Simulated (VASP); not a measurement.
Set up this calculation in VASP 6.6.1, as the native input.

```yaml
Task: single point
Functional: PBE
Potentials_or_basis: VASP PAW PBE potentials, release 64 (Mo_sv)
Cutoff: 520 eV
k_mesh: 20 × 20 × 20
Occupations: gaussian, width 0.15 eV
Spin: no spin polarisation
Dipole_correction: no
Further_INCAR_settings: ALGO = Fast; EDIFF = 1e-06; NBANDS = 13
```

The structure of Mo lies in POSCAR:

```
Mo
1.0
    0.0000000000      2.0150000000      2.1762000000
    2.0150000000      0.0000000000      2.1762000000
    2.0150000000      2.0150000000      0.0000000000
Mo
1
Direct
    0.0000000000      0.0000000000      0.0000000000
```

This cell differs from its parent crystal: strain +0.000 along x and y, +0.080 along z.

These files were run (other wordings do the same):

INCAR

```
PREC = Accurate
ENCUT = 520
EDIFF = 1E-6
ISMEAR = 0
SIGMA = 0.15
LREAL = False
LASPH = True
NELM = 80
ALGO = Fast
ISIF = 2
LWAVE = False
LCHARG = False
GGA = PE
NBANDS = 13
```

KPOINTS

```
Automatic mesh
0
Gamma
  20 20 20
```

Potentials or basis: VASP PAW PBE potentials, release 64 (Mo_sv).

The run is started by

```console
$ cat potpaw_PBE.64/Mo_sv/POTCAR > POTCAR
$ mpirun -np 1 vasp_std > vasp.out
```

Results of the run:

The pressure is -18.6 GPa. The band gap on the k mesh is zero (band 7 reaches 13.67 eV, above the bottom of band 8 at 9.97 eV).

Caveat: the cell differs from its parent crystal (strain +0.000 along x and y, +0.080 along z).

It took 38 s on 1 thread of Intel(R) Xeon(R) 6975P-C (Granite Rapids), on a shared host, peak memory 0.25 GiB.
